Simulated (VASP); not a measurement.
# ZnBi3 (Pm-3m) in VASP: notebook, part 2 of 2

VASP 6.6.1. The steps go on from the part before.

## 5. Single point, PBE

This run uses another cell than the first one, of 27.85 Å³/atom, 1.217 times its volume.

INCAR

```
SYSTEM = ZnBi3
PREC = Accurate
ENCUT = 520
EDIFF = 1E-6
ISMEAR = -1
SIGMA = 0.05
LREAL = .FALSE.
LASPH = .TRUE.
NELM = 60
ALGO = Normal
ISIF = 2
LWAVE = .FALSE.
LCHARG = .TRUE.
GGA = PE
LELF = .TRUE.
LVHAR = .TRUE.
NBANDS = 36
```

KPOINTS

```
regular mesh
0
G
  6 6 6
  0 0 0
```

POSCAR

```
ZnBi3
1.0
    4.8118673316      0.0000000000      0.0000000000
    0.0000000000      4.8118673316      0.0000000000
    0.0000000000      0.0000000000      4.8118673316
Bi Zn
3 1
Direct
    0.5000000000      0.5000000000      0.0000000000
    0.5000000000      0.0000000000      0.5000000000
    0.0000000000      0.5000000000      0.5000000000
    0.0000000000      0.0000000000      0.0000000000
```

Potentials or basis: VASP PAW PBE potentials, release 64 (Bi_d, Zn).

Command:

```
$ cat potpaw_PBE.64/Bi_d/POTCAR potpaw_PBE.64/Zn/POTCAR > POTCAR
$ mpirun -np 1 vasp_std > vasp.out
```

OUTCAR:

```text
SYSTEM = ZnBi3
   PREC = Accurate
   ENCUT = 520
   EDIFF = 1E-6
   ISMEAR = -1
   LREAL = .FALSE.
   LASPH = .TRUE.
   NELM = 60
   ISIF = 2
   GGA = PE

 ion  position               nearest neighbor table
   1  0.500  0.500  0.000-   2 3.40   3 3.40   4 3.40   2 3.40   3 3.40   2 3.40   4 3.40   2 3.40
                             3 3.40   4 3.40   3 3.40   4 3.40
   2  0.500  0.000  0.500-   1 3.40   3 3.40   4 3.40   1 3.40   4 3.40   1 3.40   3 3.40   1 3.40
                             3 3.40   4 3.40   4 3.40   3 3.40
   3  0.000  0.500  0.500-   1 3.40   2 3.40   4 3.40   1 3.40   4 3.40   2 3.40   4 3.40   4 3.40
                             1 3.40   2 3.40   1 3.40   2 3.40
   4  0.000  0.000  0.000-   1 3.40   2 3.40   3 3.40   2 3.40   3 3.40   1 3.40   3 3.40   3 3.40
                             1 3.40   2 3.40   2 3.40   1 3.40

  LATTYP: Found a simple cubic cell.
 ALAT       =     4.8118673316

  Lattice vectors:

 A1 = (   4.8118673316,   0.0000000000,   0.0000000000)
 A2 = (   0.0000000000,   4.8118673316,   0.0000000000)
 A3 = (   0.0000000000,   0.0000000000,   4.8118673316)

Analysis of symmetry for initial positions (statically):
=====================================================================
 Subroutine PRICEL returns:
 Original cell was already a primitive cell.

 Routine SETGRP: Setting up the symmetry group for a
 simple cubic supercell.

 Subroutine GETGRP returns: Found 48 space group operations
 (whereof 48 operations were pure point group operations)
 out of a pool of 48 trial point group operations.

The static configuration has the point symmetry O_h .

Analysis of symmetry for dynamics (positions and initial velocities):
=====================================================================
 Subroutine PRICEL returns:
 Original cell was already a primitive cell.

 Routine SETGRP: Setting up the symmetry group for a
 simple cubic supercell.

 Subroutine GETGRP returns: Found 48 space group operations
 (whereof 48 operations were pure point group operations)
 out of a pool of 48 trial point group operations.

The dynamic configuration has the point symmetry O_h .

 Subroutine INISYM returns: Found 48 space group operations
 (whereof 48 operations are pure point group operations),
 and found     1 'primitive' translations

----------------------------------------------------------------------------------------

                                     Primitive cell

  volume of cell :     111.4143

  direct lattice vectors                    reciprocal lattice vectors
     4.811867332  0.000000000  0.000000000     0.207819528  0.000000000  0.000000000
     0.000000000  4.811867332  0.000000000     0.000000000  0.207819528  0.000000000
     0.000000000  0.000000000  4.811867332     0.000000000  0.000000000  0.207819528

  length of vectors
     4.811867332  4.811867332  4.811867332     0.207819528  0.207819528  0.207819528

  position of ions in fractional coordinates (direct lattice)
     0.500000000  0.500000000  0.000000000
     0.500000000  0.000000000  0.500000000
     0.000000000  0.500000000  0.500000000
     0.000000000  0.000000000  0.000000000

  ion indices of the primitive-cell ions
   primitive index   ion index
                 1           1
[... 25 lines left out ...]
 Subroutine IBZKPT returns following result:
 ===========================================

 Found     20 irreducible k-points:

 Following reciprocal coordinates:
            Coordinates               Weight
  0.000000  0.000000  0.000000      1.000000
  0.166667  0.000000  0.000000      6.000000
  0.333333  0.000000  0.000000      6.000000
  0.500000  0.000000  0.000000      3.000000
  0.166667  0.166667  0.000000     12.000000
  0.333333  0.166667  0.000000     24.000000
[... 12 lines left out ...]
  0.500000  0.500000  0.333333      6.000000
  0.500000  0.500000  0.500000      1.000000
   k-points           NKPTS =     20   k-points in BZ     NKDIM =     20   number of bands    NBANDS=     36
   number of dos      NEDOS =    301   number of ions     NIONS =      4
   total plane-waves  NPLWV =  46656
   dimension x,y,z NGX =    36 NGY =   36 NGZ =   36
   dimension x,y,z NGXF=    72 NGYF=   72 NGZF=   72
   ions per type =               3   1
   NGX,Y,Z   is equivalent  to a cutoff of  12.44, 12.44, 12.44 a.u.
   NGXF,Y,Z  is equivalent  to a cutoff of  24.88, 24.88, 24.88 a.u.
 SYSTEM =  ZnBi3
   PREC   = accura    normal or accurate (medium, high low for compatibility)
   ISTART =      0    job   : 0-new  1-cont  2-samecut
   ICHARG =      2    charge: 1-file 2-atom 10-const
   ISPIN  =      1    spin polarized calculation?
   LNONCOLLINEAR =      F non collinear calculations
   LSORBIT =      F    spin-orbit coupling
   LASPH  =      T    aspherical Exc in radial PAW
   ENCUT  =  520.0 eV  38.22 Ry    6.18 a.u.   8.95  8.95  8.95*2*pi/ulx,y,z
   NELM   =     60;   NELMIN=  2; NELMDL= -5     # of ELM steps
   EDIFF  = 0.1E-05   stopping-criterion for ELM
   LREAL  =      F    real-space projection
   EDIFFG = 0.1E-04   stopping-criterion for IOM
   NSW    =      0    number of steps for IOM
   IBRION =     -1    ionic relax: 0-MD 1-quasi-New 2-CG
   NFREE  =      0    steps in history (QN), initial steepest desc. (CG)
   ISIF   =      2    stress and relaxation
   ISYM   =      2    0-nonsym 1-usesym 2-fastsym
   POTIM  = 0.5000    time-step for ionic-motion
   TEBEG  =    0.0;   TEEND  =   0.0 temperature during run
   PSTRESS=    0.0 pullay stress
   NELECT =      57.0000    total number of electrons
   NUPDOWN=      -1.0000    fix difference up-down
   EMIN   =  10.00;   EMAX   =-10.00  energy-range for DOS
   EFERMI =   0.00;   METHOD = LEGACY
   ISMEAR =    -1;   SIGMA  =   0.05  broadening in eV -4-tet -1-fermi 0-gaus
   EFERMI_NEDOS =   21; number of points for ismear=-14 and -15
   IALGO  =     38    algorithm
   IMIX   =      4    mixing-type and parameters
     AMIX     =   0.40;   BMIX     =  1.00
     AMIX_MAG =   1.60;   BMIX_MAG =  1.00
  volume/ion in A,a.u.               =      27.85       187.97
  Fermi-wavevector in a.u.,A,eV,Ry     =   1.309341  2.474296 23.325476  1.714374
  Thomas-Fermi vector in A             =   2.439946
   LORBIT       =      0    0 simple, 1 ext, 2 COOP (PROOUT), +10 PAW based schemes
   GGA     = PE    functional components
   LHFCALC =     F    Hartree Fock is set to
   AEXX    =    0.0000 exact exchange contribution
   IVDW    =     0    specifies the selected vdW correction
   LEPSILON=     F    determine dielectric tensor
   LRPA    =     F    only Hartree local field effects (RPA)
 non-spin polarized calculation
  energy-cutoff  :      520.00
  volume of cell :      111.41
 maximum number of plane-waves:      3028
 NGX is ok and might be reduce to    36
   NGX = 17   NGY = 17   NGZ = 17

 number of electron      57.0000075 magnetization

 Free energy of the ion-electron system (eV)
  ---------------------------------------------------
  ext. energy  EPLUGINS =         0.00000000
  ---------------------------------------------------
  free energy    TOTEN  =       -12.03472209 eV

  energy without entropy =      -12.01474231  energy(sigma->0) =      -12.02473220

 E-fermi :   6.8135     XC(G=0): -10.3455

 val. band max:        6.7513005708   @ k =   0.3333   0.1667   0.1667
 cond. band min:       6.9139033929   @ k =   0.5000   0.1667   0.0000
 fundamental gap:      0.1626028220
 Fermi energy:         6.8135139891

 k-point     1 :       0.0000    0.0000    0.0000
  band No.  band energies     occupation
      1     -16.1380      2.00000
      2     -16.1380      2.00000
      3     -16.1380      2.00000
      4     -16.1077      2.00000
      5     -16.0336      2.00000
      6     -16.0336      2.00000
[... 769 lines left out ...]
     35      14.0249      0.00000
     36      14.0249      0.00000

------------------------ aborting loop because EDIFF is reached ----------------------------------------

  FORCE on cell =-STRESS in cart. coord.  units (eV):
  Direction    XX          YY          ZZ          XY          YZ          ZX
  --------------------------------------------------------------------------------------
  -------------------------------------------------------------------------------------
  Total        1.3592626      1.3592626      1.3592626     -0.0000000      0.0000000     -0.0000000
  in kB       19.5466812     19.5466812     19.5466812     -0.0000000      0.0000000     -0.0000000
  external PRESSURE =      19.5466812 kB  Pullay stress =       0.0000000 kB

 VOLUME and BASIS-vectors are now :
 -----------------------------------------------------------------------------
  energy-cutoff  :      520.00
  volume of cell :      111.41
      direct lattice vectors                 reciprocal lattice vectors
     4.811867332  0.000000000  0.000000000     0.207819528  0.000000000  0.000000000
     0.000000000  4.811867332  0.000000000     0.000000000  0.207819528  0.000000000
     0.000000000  0.000000000  4.811867332     0.000000000  0.000000000  0.207819528

 POSITION                                       TOTAL-FORCE (eV/Angst)
 -----------------------------------------------------------------------------------
      2.40593      2.40593      0.00000         0.000000      0.000000      0.000000
      2.40593      0.00000      2.40593         0.000000      0.000000      0.000000
      0.00000      2.40593      2.40593         0.000000      0.000000      0.000000
      0.00000      0.00000      0.00000         0.000000      0.000000      0.000000
 -----------------------------------------------------------------------------------
    total drift:                                0.000000      0.000000      0.000000

  FREE ENERGIE OF THE ION-ELECTRON SYSTEM (eV)
  ---------------------------------------------------
  free  energy   TOTEN  =       -12.0347220882 eV

  energy  without entropy=      -12.0147423100  energy(sigma->0) =      -12.02473220
```

OSZICAR:

```text
N       E                     dE             d eps       ncg     rms          rms(c)
DAV:   1     0.616328010719E+03    0.61633E+03   -0.29499E+04  1440   0.206E+03
DAV:   2     0.574561097767E+02   -0.55887E+03   -0.55016E+03  1448   0.538E+02
DAV:   3    -0.904239036941E+01   -0.66499E+02   -0.65549E+02  1660   0.194E+02
DAV:   4    -0.119820748928E+02   -0.29397E+01   -0.29224E+01  1608   0.421E+01
DAV:   5    -0.121138766917E+02   -0.13180E+00   -0.13179E+00  1940   0.823E+00    0.154E+00
DAV:   6    -0.120392411747E+02    0.74636E-01   -0.37214E-01  1772   0.610E+00    0.136E+00
DAV:   7    -0.120354053804E+02    0.38358E-02   -0.42523E-02  1552   0.190E+00    0.617E-01
DAV:   8    -0.120346043697E+02    0.80101E-03   -0.75735E-03  1664   0.759E-01    0.127E-01
DAV:   9    -0.120347159803E+02   -0.11161E-03   -0.65041E-04  1604   0.235E-01    0.289E-02
DAV:  10    -0.120347222487E+02   -0.62684E-05   -0.10171E-04  1604   0.101E-01    0.143E-02
DAV:  11    -0.120347220882E+02    0.16051E-06   -0.84419E-06  1412   0.177E-02
   1 F= -.12034722E+02 E0= -.12024732E+02  d E =-.199798E-01
```

Run time: 92 s. Hardware: 1 thread of AMD EPYC 7R43 (Zen 3), shared host; peak memory 0.2 GiB.

Results:

| Property | Result |
| --- | --- |
| Free energy | -12.0347 eV |
| Pressure | 2.0 GPa |

Caveat: spin-orbit coupling is left out, which moves the levels of the heavy elements.

## 6. Single point, PBE

This run uses another cell than the first one, of 28.93 Å³/atom, 1.264 times its volume.

INCAR

```
PREC = Accurate ; ENCUT = 520
EDIFF = 1E-7 ; ISMEAR = -1
SIGMA = 0.05 ; LREAL = F
LASPH = T ; NELM = 80
ALGO = Normal ; ISIF = 2
LWAVE = F ; LCHARG = F
GGA = PE ; NBANDS = 36
```

KPOINTS

```
Automatic mesh
0
Gamma
  6 6 6
```

POSCAR

```
ZnBi3
1.0
    4.8731640000      0.0000000000      0.0000000000
    0.0000000000      4.8731640000      0.0000000000
    0.0000000000      0.0000000000      4.8731640000
Bi Zn
3 1
Direct
    0.5000000000      0.5000000000      0.0000000000
    0.5000000000      0.0000000000      0.5000000000
    0.0000000000      0.5000000000      0.5000000000
    0.0000000000      0.0000000000      0.0000000000
```

Potentials or basis: VASP PAW PBE potentials, release 64 (Bi_d, Zn).

Command:

```
$ cat potpaw_PBE.64/Bi_d/POTCAR potpaw_PBE.64/Zn/POTCAR > POTCAR
$ mpirun -np 1 vasp_std > vasp.out
```

OUTCAR:

```text
PREC = Accurate
   ENCUT = 520
   EDIFF = 1E-7
   ISMEAR = -1
   LREAL = F
   LASPH = T
   NELM = 80
   ISIF = 2
   GGA = PE

 ion  position               nearest neighbor table
   1  0.500  0.500  0.000-   2 3.45   3 3.45   4 3.45   2 3.45   3 3.45   2 3.45   4 3.45   2 3.45
                             3 3.45   4 3.45   3 3.45   4 3.45
   2  0.500  0.000  0.500-   1 3.45   3 3.45   4 3.45   1 3.45   4 3.45   1 3.45   3 3.45   1 3.45
                             3 3.45   4 3.45   4 3.45   3 3.45
   3  0.000  0.500  0.500-   1 3.45   2 3.45   4 3.45   1 3.45   4 3.45   2 3.45   4 3.45   4 3.45
                             1 3.45   2 3.45   1 3.45   2 3.45
   4  0.000  0.000  0.000-   1 3.45   2 3.45   3 3.45   2 3.45   3 3.45   1 3.45   3 3.45   3 3.45
                             1 3.45   2 3.45   2 3.45   1 3.45

  LATTYP: Found a simple cubic cell.
 ALAT       =     4.8731640000

  Lattice vectors:

 A1 = (   4.8731640000,   0.0000000000,   0.0000000000)
 A2 = (   0.0000000000,   4.8731640000,   0.0000000000)
 A3 = (   0.0000000000,   0.0000000000,   4.8731640000)

Analysis of symmetry for initial positions (statically):
=====================================================================
[... 172 lines left out ...]
 val. band max:        6.3331581774   @ k =   0.3333   0.1667   0.1667
 cond. band min:       6.4439701072   @ k =   0.5000   0.1667   0.0000
 fundamental gap:      0.1108119298
 Fermi energy:         6.3833281571

 k-point     1 :       0.0000    0.0000    0.0000
  band No.  band energies     occupation
      1     -16.5252      2.00000
      2     -16.5252      2.00000
      3     -16.5252      2.00000
      4     -16.4972      2.00000
      5     -16.4342      2.00000
      6     -16.4342      2.00000
[... 769 lines left out ...]
     35      13.4453      0.00000
     36      13.4453      0.00000

------------------------ aborting loop because EDIFF is reached ----------------------------------------

  FORCE on cell =-STRESS in cart. coord.  units (eV):
  Direction    XX          YY          ZZ          XY          YZ          ZX
  --------------------------------------------------------------------------------------
  -------------------------------------------------------------------------------------
  Total       -0.0722816     -0.0722816     -0.0722816      0.0000000     -0.0000000      0.0000000
  in kB       -1.0007025     -1.0007025     -1.0007025      0.0000000     -0.0000000      0.0000000
  external PRESSURE =      -1.0007025 kB  Pullay stress =       0.0000000 kB

 VOLUME and BASIS-vectors are now :
 -----------------------------------------------------------------------------
  energy-cutoff  :      520.00
  volume of cell :      115.73
      direct lattice vectors                 reciprocal lattice vectors
     4.873164000  0.000000000  0.000000000     0.205205489  0.000000000  0.000000000
     0.000000000  4.873164000  0.000000000     0.000000000  0.205205489  0.000000000
     0.000000000  0.000000000  4.873164000     0.000000000  0.000000000  0.205205489

 POSITION                                       TOTAL-FORCE (eV/Angst)
 -----------------------------------------------------------------------------------
      2.43658      2.43658      0.00000         0.000000      0.000000      0.000000
      2.43658      0.00000      2.43658         0.000000      0.000000      0.000000
      0.00000      2.43658      2.43658         0.000000      0.000000      0.000000
      0.00000      0.00000      0.00000         0.000000      0.000000      0.000000
 -----------------------------------------------------------------------------------
    total drift:                                0.000000      0.000000      0.000000

  FREE ENERGIE OF THE ION-ELECTRON SYSTEM (eV)
  ---------------------------------------------------
  free  energy   TOTEN  =       -12.0604843490 eV

  energy  without entropy=      -12.0385008836  energy(sigma->0) =      -12.04949262
```

OSZICAR:

```text
N       E                     dE             d eps       ncg     rms          rms(c)
DAV:   1     0.616472189710E+03    0.61647E+03   -0.29829E+04  1440   0.203E+03
DAV:   2     0.563231313213E+02   -0.56015E+03   -0.55238E+03  1440   0.531E+02
DAV:   3    -0.904835986233E+01   -0.65371E+02   -0.64305E+02  1676   0.192E+02
DAV:   4    -0.120045283615E+02   -0.29562E+01   -0.29343E+01  1604   0.419E+01
DAV:   5    -0.121356258101E+02   -0.13110E+00   -0.13107E+00  1936   0.808E+00    0.148E+00
DAV:   6    -0.120640150652E+02    0.71611E-01   -0.36699E-01  1824   0.570E+00    0.130E+00
DAV:   7    -0.120607329796E+02    0.32821E-02   -0.41167E-02  1540   0.184E+00    0.586E-01
DAV:   8    -0.120603246778E+02    0.40830E-03   -0.77700E-03  1640   0.751E-01    0.125E-01
DAV:   9    -0.120604749529E+02   -0.15028E-03   -0.67944E-04  1564   0.233E-01    0.292E-02
DAV:  10    -0.120604832031E+02   -0.82502E-05   -0.97894E-05  1604   0.979E-02    0.144E-02
DAV:  11    -0.120604842029E+02   -0.99984E-06   -0.89396E-06  1708   0.182E-02    0.210E-03
DAV:  12    -0.120604844041E+02   -0.20116E-06   -0.93925E-07  1660   0.728E-03    0.769E-04
DAV:  13    -0.120604843490E+02    0.55143E-07   -0.59952E-08   816   0.205E-03
   1 F= -.12060484E+02 E0= -.12049493E+02  d E =-.219835E-01
```

Wall time 1.9 min (1 thread of AMD EPYC 7R43 (Zen 3), shared host); peak memory 0.2 GiB.

What came out:

| Quantity | Value |
| --- | --- |
| Free energy | -12.0605 eV |
| Pressure | -0.1 GPa |

Caveat: spin-orbit coupling is left out, which moves the levels of the heavy elements.

## 7. Summary

```csv
cell,gap on the mesh (eV),pressure (GPa)
"a = 4.507 Å, 4 atoms",none,20.0
"a = 4.644 Å, 4 atoms",none,10.0
"a = 4.740 Å, 4 atoms",none,4.9
"a = 4.812 Å, 4 atoms",none,2.0
"a = 4.873 Å, 4 atoms",none,-0.1
```

Alike in all rows: task single point; level PBE; potentials or basis VASP PAW PBE potentials, release 64 (Bi_d, Zn); no spin polarisation; k mesh 6 × 6 × 6; cutoff (eV) 520; smearing fermi-dirac 0.05 eV.

Caveats: spin-orbit coupling is left out, which moves the levels of the heavy elements.

Absolute energies hang on the potentials; compare differences alone.
